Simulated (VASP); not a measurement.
Zn, 1 atom in the cell. The structure is cubic, space group Im-3m (No. 229). The conventional cell has a = 3.052 Å, b = 3.052 Å, c = 3.052 Å, α = 90.00°, β = 90.00°, γ = 90.00°. Zn (site symmetry m-3m) has 14 Zn at 2.64 to 3.05 Å within 3.5 Å. This isn't the form of Zn at room conditions, which is hcp.

| Item | Value |
| --- | --- |
| Program | VASP 6.6.1 |
| Task | single point |
| Functional | r2SCAN |
| Potentials or basis | VASP PAW PBE potentials, release 64 (Zn) |
| Cutoff | 520 eV |
| k mesh | 8 × 8 × 8 |
| Occupations | gaussian, width 0.1 eV |
| Spin | no spin polarisation |
| Dipole correction | no |
| Further INCAR settings | ALGO = Normal; EDIFF = 1e-06; NBANDS = 12 |

Potentials or basis: VASP PAW PBE potentials, release 64 (Zn).

Launch:

```bash
$ cat potpaw_PBE.64/Zn/POTCAR > POTCAR
$ cp INCAR.step1 INCAR
$ mpirun -np 1 vasp_std > vasp.out
$ cp INCAR.step2 INCAR
$ mpirun -np 1 vasp_std > vasp.out
```

Hardware: 1 thread of Intel(R) Xeon(R) Platinum 8375C CPU @ 2.90GHz (Ice Lake), on a shared host.

**Question.** Estimate the wall time of this run.

**Answer.** Run time: 26 s on 1 thread of Intel(R) Xeon(R) Platinum 8375C CPU @ 2.90GHz (Ice Lake), on a shared host, peak memory 0.12 GiB. Counts: k points 29.
